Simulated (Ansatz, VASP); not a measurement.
## Two plane-wave programs on PtC

```
CELL_PARAMETERS angstrom
0.00000 2.35902 2.35902
2.35902 0.00000 2.35902
2.35902 2.35902 0.00000
ATOMIC_POSITIONS crystal
Pt 0.00000 0.00000 0.00000
C 0.25000 0.25000 0.25000
```

Alike in both runs: functional PBE; k mesh 20 × 20 × 20; occupations gaussian, width 0.1 eV; no spin polarisation.

Ansatz relaxed the structure, and its values are those at the end. VASP's run is a single point on that final structure, the one shown.

```csv
,VASP,Ansatz
version,VASP 6.6.1,Ansatz 0.2.0
potentials or method,"VASP PAW PBE potentials, release 64 (Pt, C), cutoff 520 eV","scalar-relativistic, plane waves, PAW"
valence electrons in the cell,14,22
```

Ansatz gave:

- gap on the k mesh at the Fermi level (eV): none
- pressure (GPa): 0.0

Q: Estimate VASP's values.

A: gap on the k mesh at the Fermi level (eV): none; pressure (GPa): 0.2.

A gap of «none» marks a metal or a gap that the smearing closes. VASP's potentials hold 14 valence electrons a cell and Ansatz's 22, so a difference there can come from the potentials and not from the codes.

Neither program's run includes spin-orbit coupling.
